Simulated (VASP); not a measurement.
# Ga: relaxation of cell and atoms with r2SCAN

Crystal: Ga.

```xyz
1
Lattice="2.7179 0.0000 0.0000 0.0000 2.7179 0.0000 0.0000 0.0000 2.7179" Properties=species:S:1:pos:R:3 pbc="T T T"
Ga    0.0000    0.0000    0.0000
```

* Program: VASP 6.6.1
* Task: relaxation of cell and atoms
* Functional: r2SCAN
* Potentials or basis: VASP PAW PBE potentials, release 64 (Ga_d)
* Cutoff: 600 eV
* k mesh: 20 × 20 × 20
* Occupations: gaussian, width 0.1 eV
* Spin: no spin polarisation
* Dipole correction: no
* Further INCAR settings: ALGO = Normal; EDIFF = 1e-06; IBRION = 2; EDIFFG = -0.01; NSW = 100; ISIF = 3

```
Relaxed volume                         : 19.04 Å³/atom
Relaxed cell                           : a = 2.670 Å, b = 2.670 Å, c = 2.670 Å, α = 90.00°, β = 90.00°, γ = 90.00°
Space group after relaxing (to 0.05 Å) : Pm-3m (No. 221)
Energy gained by relaxing              : 9.6 meV/atom
Ionic steps                            : 3
Pressure after relaxing                : 0.0 GPa
```

Step by step:
```
step  energy change (eV)  largest force (eV/Å)  pressure (GPa)  volume (Å³)
   1              0.0000                0.0000           -2.72        20.08
   2             -0.0095                0.0000           -0.20        19.10
   3             -0.0096                0.0000            0.05        19.04
```

Final structure:
```
CELL_PARAMETERS angstrom
2.67042 0.00000 0.00000
0.00000 2.67042 0.00000
0.00000 0.00000 2.67042
ATOMIC_POSITIONS crystal
Ga 0.00000 0.00000 0.00000
```

Levels at points of the mesh, in eV from the Fermi level:
| k point | band 2 | band 3 | band 4 | band 5 | band 6 | band 7 | band 8 | band 9 | band 10 |
| --- | --- | --- | --- | --- | --- | --- | --- | --- | --- |
| (0.00, 0.00, 0.00) | -15.67 | -15.06 | -15.06 | -15.06 | -11.41 | 9.88 | 9.88 | 9.88 | 12.74 |
| (0.50, 0.00, 0.00) | -15.31 | -15.23 | -15.23 | -15.05 | -6.51 | -4.51 | 13.75 | 13.75 | 16.70 |
| (0.50, 0.50, 0.00) | -15.45 | -15.20 | -15.20 | -14.90 | -1.34 | -0.80 | -0.80 | 4.70 | 17.82 |
| (0.50, 0.50, 0.50) | -15.46 | -15.46 | -14.89 | -14.89 | 2.84 | 2.84 | 2.84 | 5.01 | 8.81 |

It took 4.8 min on 1 thread of AMD EPYC 9R45 96-Core Processor (Zen 5) (shared host), peak memory 0.18 GiB.

Caveat: the PAW data sets were made with another functional, which shifts forces and pressure a little.
